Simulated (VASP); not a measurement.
# BaMnF2 (P3m1) in VASP: single point with PBE

Aim: the single point of BaMnF2 with PBE.

All numbers are computed with VASP 6.6.1; they aren't measurements. Logs are shortened: lines on timing, memory, paths and dates and some standing lists are left out, and cuts for length are marked.

**1. The cell of the first run**

The typed cell holds 4 atoms: a = 4.475 Å, b = 4.475 Å, c = 5.568 Å, α = 90.00°, β = 90.00°, γ = 120.00°.

**2. Single point, PBE, collinear spin, ferromagnetic start**

Input file INCAR:

```
PREC     = Accurate       # precision mode
ENCUT    = 520            # plane-wave cutoff, eV
EDIFF    = 1E-7           # SCF threshold, eV
ISMEAR   = 0              # smearing method
SIGMA    = 0.1            # smearing width, eV
LREAL    = F              # projectors in reciprocal space
LASPH    = T              # aspherical terms in the spheres
NELM     = 150            # most SCF steps
ALGO     = Normal         # electronic algorithm
ISIF     = 2              # what is computed and relaxed
LWAVE    = F              # write WAVECAR
LCHARG   = F              # write CHGCAR
ISPIN    = 2              # spin polarisation
MAGMOM   = 0 4 0 0        # initial moments
LORBIT   = 11             # projections on sites
LMAXMIX  = 4              # l up to which the mixer works
GGA      = PE             # functional
NBANDS   = 30             # bands
```

Input file KPOINTS:

```
Automatic mesh
0
Gamma
  6 6 4
```

Input file POSCAR:

```
BaMnF2
1.0
    4.4751640678      0.0000000045      0.0000000000
   -2.2375820378      3.8756057665      0.0000000000
    0.0000000000      0.0000000000      5.5675956366
Ba Mn F
1 1 2
Direct
    0.0000000000      0.0000000000      0.8045523155
    0.6666666667      0.3333333333      0.3040433833
    0.0000000000      0.0000000000      0.3046032615
    0.3333333333      0.6666666667     -0.1953865403
```

Potentials or basis: VASP PAW PBE potentials, release 64 (Ba_sv, Mn_pv, F).

Run with:

```sh
cat potpaw_PBE.64/Ba_sv/POTCAR potpaw_PBE.64/Mn_pv/POTCAR potpaw_PBE.64/F/POTCAR > POTCAR
mpirun -np 1 vasp_std > vasp.out
```

OUTCAR:

```text
PREC = Accurate
   ENCUT = 520
   EDIFF = 1E-7
   ISMEAR = 0
   LREAL = F
   LASPH = T
   NELM = 150
   ISIF = 2
   ISPIN = 2
   LORBIT = 11
   GGA = PE

 ion  position               nearest neighbor table
   1  0.000  0.000  0.805-   4 2.58   4 2.58   4 2.58   3 2.78   3 2.78   2 3.80   2 3.80   2 3.80
                             2 3.80   2 3.80   2 3.80
   2  0.667  0.333  0.304-   1 3.80   1 3.80   1 3.80   1 3.80   1 3.80   1 3.80
   3  0.000  0.000  0.305-   1 2.78   1 2.78
   4  0.333  0.667  0.805-   1 2.58   1 2.58   1 2.58

  LATTYP: Found a hexagonal cell.
 ALAT       =     4.4751640678
 C/A-ratio  =     1.2441098365

  Lattice vectors:

 A1 = (   4.4751640678,   0.0000000045,   0.0000000000)
 A2 = (  -2.2375820378,   3.8756057665,   0.0000000000)
 A3 = (   0.0000000000,   0.0000000000,   5.5675956366)

Analysis of symmetry for initial positions (statically):
=====================================================================
 Subroutine PRICEL returns:
 Original cell was already a primitive cell.

 Routine SETGRP: Setting up the symmetry group for a
 hexagonal supercell.

 Subroutine GETGRP returns: Found  6 space group operations
 (whereof  6 operations were pure point group operations)
 out of a pool of 24 trial point group operations.

The static configuration has the point symmetry C_3v.

Analysis of symmetry for dynamics (positions and initial velocities):
=====================================================================
 Subroutine PRICEL returns:
 Original cell was already a primitive cell.

 Routine SETGRP: Setting up the symmetry group for a
 hexagonal supercell.

 Subroutine GETGRP returns: Found  6 space group operations
 (whereof  6 operations were pure point group operations)
 out of a pool of 24 trial point group operations.

The dynamic configuration has the point symmetry C_3v.

Analysis of structural, dynamic, and magnetic symmetry:
=====================================================================
 Subroutine PRICEL returns:
 Original cell was already a primitive cell.

 Routine SETGRP: Setting up the symmetry group for a
 hexagonal supercell.

 Subroutine GETGRP returns: Found  6 space group operations
 (whereof  6 operations were pure point group operations)
 out of a pool of 24 trial point group operations.

The overall configuration has the point symmetry C_3v.

 Subroutine INISYM returns: Found  6 space group operations
 (whereof  6 operations are pure point group operations),
 and found     1 'primitive' translations

----------------------------------------------------------------------------------------

                                     Primitive cell

  volume of cell :      96.5642

  direct lattice vectors                    reciprocal lattice vectors
     4.475164068  0.000000004  0.000000000     0.223455494  0.129012090  0.000000000
    -2.237582038  3.875605767  0.000000000    -0.000000000  0.258024180  0.000000000
     0.000000000  0.000000000  5.567595637     0.000000000  0.000000000  0.179610745

  length of vectors
     4.475164068  4.475164068  5.567595637     0.258024180  0.258024180  0.179610745

  position of ions in fractional coordinates (direct lattice)
     0.000000000  0.000000000  0.804552315
     0.666666667  0.333333333  0.304043383
     0.000000000  0.000000000  0.304603261
     0.333333333  0.666666667  0.804613460

  ion indices of the primitive-cell ions
   primitive index   ion index
                 1           1
                 2           2
                 3           3
                 4           4

----------------------------------------------------------------------------------------

 KPOINTS: Automatic mesh

Automatic generation of k-mesh.
 Grid dimensions read from file:
 generate k-points for:    6    6    4

 Generating k-lattice:

  Cartesian coordinates                     Fractional coordinates (reciprocal lattice)
     0.037242582  0.021502015  0.000000000     0.166666667 -0.000000000  0.000000000
    -0.000000000  0.043004030  0.000000000     0.000000000  0.166666667  0.000000000
     0.000000000  0.000000000  0.044902686     0.000000000  0.000000000  0.250000000

  Length of vectors
     0.043004030  0.043004030  0.044902686

  Shift w.r.t. Gamma in fractional coordinates (k-lattice)
     0.000000000  0.000000000  0.000000000

 Subroutine IBZKPT returns following result:
 ===========================================

 Found     24 irreducible k-points:

 Following reciprocal coordinates:
            Coordinates               Weight
  0.000000  0.000000  0.000000      1.000000
  0.166667 -0.000000  0.000000      6.000000
  0.333333 -0.000000  0.000000      6.000000
  0.500000 -0.000000  0.000000      3.000000
  0.166667  0.166667  0.000000      6.000000
  0.333333  0.166667  0.000000     12.000000
[... 16 lines left out ...]
  0.333333  0.166667  0.500000     12.000000
  0.333333  0.333333  0.500000      2.000000
   k-points           NKPTS =     24   k-points in BZ     NKDIM =     24   number of bands    NBANDS=     30
   number of dos      NEDOS =    301   number of ions     NIONS =      4
   total plane-waves  NPLWV =  54432
   dimension x,y,z NGX =    36 NGY =   36 NGZ =   42
   dimension x,y,z NGXF=    72 NGYF=   72 NGZF=   84
   ions per type =               1   1   2
   NGX,Y,Z   is equivalent  to a cutoff of  13.37, 13.37, 12.54 a.u.
   NGXF,Y,Z  is equivalent  to a cutoff of  26.75, 26.75, 25.08 a.u.
 SYSTEM =  unknown system
   PREC   = accura    normal or accurate (medium, high low for compatibility)
   ISTART =      0    job   : 0-new  1-cont  2-samecut
   ICHARG =      2    charge: 1-file 2-atom 10-const
   ISPIN  =      2    spin polarized calculation?
   LNONCOLLINEAR =      F non collinear calculations
   LSORBIT =      F    spin-orbit coupling
   LASPH  =      T    aspherical Exc in radial PAW
   ENCUT  =  520.0 eV  38.22 Ry    6.18 a.u.   8.32  8.32 10.35*2*pi/ulx,y,z
   NELM   =    150;   NELMIN=  2; NELMDL= -5     # of ELM steps
   EDIFF  = 0.1E-06   stopping-criterion for ELM
   LREAL  =      F    real-space projection
   EDIFFG = 0.1E-05   stopping-criterion for IOM
   NSW    =      0    number of steps for IOM
   IBRION =     -1    ionic relax: 0-MD 1-quasi-New 2-CG
   NFREE  =      0    steps in history (QN), initial steepest desc. (CG)
   ISIF   =      2    stress and relaxation
   ISYM   =      2    0-nonsym 1-usesym 2-fastsym
   POTIM  = 0.5000    time-step for ionic-motion
   TEBEG  =    0.0;   TEEND  =   0.0 temperature during run
   PSTRESS=    0.0 pullay stress
   NELECT =      37.0000    total number of electrons
   NUPDOWN=      -1.0000    fix difference up-down
   EMIN   =  10.00;   EMAX   =-10.00  energy-range for DOS
   EFERMI =   0.00;   METHOD = LEGACY
   ISMEAR =     0;   SIGMA  =   0.10  broadening in eV -4-tet -1-fermi 0-gaus
   EFERMI_NEDOS =   21; number of points for ismear=-14 and -15
   IALGO  =     38    algorithm
   IMIX   =      4    mixing-type and parameters
     AMIX     =   0.40;   BMIX     =  1.00
     AMIX_MAG =   1.60;   BMIX_MAG =  1.00
  volume/ion in A,a.u.               =      24.14       162.91
  Fermi-wavevector in a.u.,A,eV,Ry     =   1.189059  2.246995 19.236744  1.413861
  Thomas-Fermi vector in A             =   2.325175
   LORBIT       =     11    0 simple, 1 ext, 2 COOP (PROOUT), +10 PAW based schemes
   GGA     = PE    functional components
   LHFCALC =     F    Hartree Fock is set to
   AEXX    =    0.0000 exact exchange contribution
   IVDW    =     0    specifies the selected vdW correction
   LEPSILON=     F    determine dielectric tensor
   LRPA    =     F    only Hartree local field effects (RPA)
 spin polarized calculation
 Gauss-broadening in eV      SIGMA  =   0.10
  energy-cutoff  :      520.00
  volume of cell :       96.56
 maximum number of plane-waves:      2618
 NGX is ok and might be reduce to    36
   NGX = 17   NGY = 17   NGZ = 21

 number of electron      37.0000009 magnetization       4.9998240

 Free energy of the ion-electron system (eV)
  ---------------------------------------------------
  ext. energy  EPLUGINS =         0.00000000
  ---------------------------------------------------
  free energy    TOTEN  =       -21.98468625 eV

  energy without entropy =      -21.98461345  energy(sigma->0) =      -21.98464985

 E-fermi :   2.4467     XC(G=0):  -8.4598

 val. band max:        2.2585428311   @ k =   0.3333   0.3333   0.5000
 cond. band min:       2.6033313626   @ k =   0.0000   0.0000   0.5000
 fundamental gap:      0.3447885315
 Fermi energy:         2.4467028538

 spin component 1

 k-point     1 :       0.0000    0.0000    0.0000
  band No.  band energies     occupation
      1     -48.5669      1.00000
      2     -48.5669      1.00000
      3     -48.2166      1.00000
      4     -25.6077      1.00000
      5     -21.4030      1.00000
      6     -21.2473      1.00000
[... 781 lines left out ...]
     29       8.8247      0.00000
     30       9.4463      0.00000
 Fermi energy:         2.4467028538

 spin component 2

 k-point     1 :       0.0000    0.0000    0.0000
  band No.  band energies     occupation
      1     -43.8495      1.00000
      2     -43.8495      1.00000
      3     -43.7307      1.00000
      4     -25.6122      1.00000
      5     -21.2909      1.00000
      6     -21.1807      1.00000
[... 781 lines left out ...]
     29       9.3759      0.00000
     30       9.9216      0.00000

------------------------ aborting loop because EDIFF is reached ----------------------------------------

  FORCE on cell =-STRESS in cart. coord.  units (eV):
  Direction    XX          YY          ZZ          XY          YZ          ZX
  --------------------------------------------------------------------------------------
  -------------------------------------------------------------------------------------
  Total        0.3379772      0.3379772      0.2098185     -0.0000000      0.0000000     -0.0000000
  in kB        5.6076606      5.6076606      3.4812727     -0.0000000      0.0000000     -0.0000000
  external PRESSURE =       4.8988646 kB  Pullay stress =       0.0000000 kB

 VOLUME and BASIS-vectors are now :
 -----------------------------------------------------------------------------
  energy-cutoff  :      520.00
  volume of cell :       96.56
      direct lattice vectors                 reciprocal lattice vectors
     4.475164068  0.000000004  0.000000000     0.223455494  0.129012090  0.000000000
    -2.237582038  3.875605767  0.000000000    -0.000000000  0.258024180  0.000000000
     0.000000000  0.000000000  5.567595637     0.000000000  0.000000000  0.179610745

 POSITION                                       TOTAL-FORCE (eV/Angst)
 -----------------------------------------------------------------------------------
      0.00000      0.00000      4.47942         0.000000     -0.000000     -0.002405
      2.23758      1.29187      1.69279        -0.000000      0.000000      0.003972
      0.00000      0.00000      1.69591        -0.000000     -0.000000     -0.000118
     -0.00000      2.58374      4.47976         0.000000     -0.000000     -0.001449
 -----------------------------------------------------------------------------------
    total drift:                                0.000001     -0.000000     -0.000416

  FREE ENERGIE OF THE ION-ELECTRON SYSTEM (eV)
  ---------------------------------------------------
  free  energy   TOTEN  =       -21.9846862498 eV

  energy  without entropy=      -21.9846134519  energy(sigma->0) =      -21.98464985

 total charge

# of ion       s       p       d       tot
------------------------------------------
    1        2.007   5.623   0.254   7.883
    2        0.401   6.008   4.871  11.279
    3        1.744   4.301   0.000   6.045
    4        1.738   4.346   0.000   6.084
--------------------------------------------------
tot          5.889  20.277   5.125  31.292

 magnetization (x)

# of ion       s       p       d       tot
------------------------------------------
    1       -0.002   0.002  -0.006  -0.006
    2        0.134   0.009   4.288   4.432
    3        0.009   0.079   0.000   0.088
    4       -0.000   0.006   0.000   0.006
--------------------------------------------------
tot          0.140   0.097   4.282   4.520
```

It took 87 s on 1 thread of Intel Xeon 6975P-C (Granite Rapids), shared host; peak memory 0.33 GiB.

What came out:

```yaml
Free_energy: -21.9847 eV
Pressure: 0.5 GPa
Largest_force: 0.004 eV/Å
Band_gap_on_the_k_mesh: 0.34 eV (least direct gap 0.53 eV)
Net_moment: 5.00 μB per cell
Site_moments: Ba -0.01; Mn +4.43; F +0.09, +0.01 μB
Valence_electrons_inside_the_program's_atomic_spheres: Ba 7.88; Mn 11.28; F 6.04, 6.08
```

Forces in eV/Å, atoms in the order of the input:
```
Ba   0.000  0.000 -0.002
Mn   0.000  0.000  0.004
F    0.000  0.000  0.000
F    0.000  0.000 -0.001
```

Caveat: spin-orbit coupling is left out, which moves the levels of the heavy elements; a cell with one magnetic atom can't hold antiferromagnetic order, which such compounds often take.
